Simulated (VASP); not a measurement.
Input of a VASP 6.6.1 run:

The input INCAR:

```
SYSTEM = Mg3H
PREC     = Accurate       ! precision mode
ENCUT    = 520            ! plane-wave cutoff, eV
EDIFF    = 1E-6           ! SCF threshold, eV
ISMEAR   = 0              ! smearing method
SIGMA    = 0.1            ! smearing width, eV
LREAL    = .False.        ! projectors in reciprocal space
LASPH    = .True.         ! aspherical terms in the spheres
NELM     = 80             ! most SCF steps
ALGO     = Normal         ! electronic algorithm
ISIF     = 2              ! what is computed and relaxed
LWAVE    = .False.        ! write WAVECAR
LCHARG   = .True.         ! write CHGCAR
GGA      = PE             ! functional
LELF     = .True.         ! ELF
LVHAR    = .True.       
NBANDS   = 17             ! bands
```

The input KPOINTS:

```
Automatic mesh
0
Gamma
  6 6 8
  0 0 0
```

File POSCAR:

```
Mg3H
1.0
    5.9155448738      0.0000000000      0.0000000000
   -2.9577724369      5.1230121379      0.0000000000
    0.0000000000      0.0000000000      5.2615974022
Mg H
6 2
Direct
    0.8311010027      0.6622020054      0.2500000000
    0.1688989973      0.8311010027      0.7500000000
    0.3377979946      0.1688989973      0.2500000000
    0.1688989973      0.3377979946      0.7500000000
    0.8311010027      0.1688989973      0.2500000000
    0.6622020054      0.8311010027      0.7500000000
    0.3333333333      0.6666666667      0.2500000000
    0.6666666667      0.3333333333      0.7500000000
```

Potentials or basis: VASP PAW PBE potentials, release 64 (Mg, H).

Command:

```bash
$ cat potpaw_PBE.64/Mg/POTCAR potpaw_PBE.64/H/POTCAR > POTCAR
$ mpirun -np 1 vasp_std > vasp.out
```

Question: Predict the band gap on the k mesh.

Answer: Zero (band 7 reaches 3.22 eV, above the bottom of band 8 at 1.07 eV).

Question: What does it give for the pressure?

Answer: -0.1 GPa.
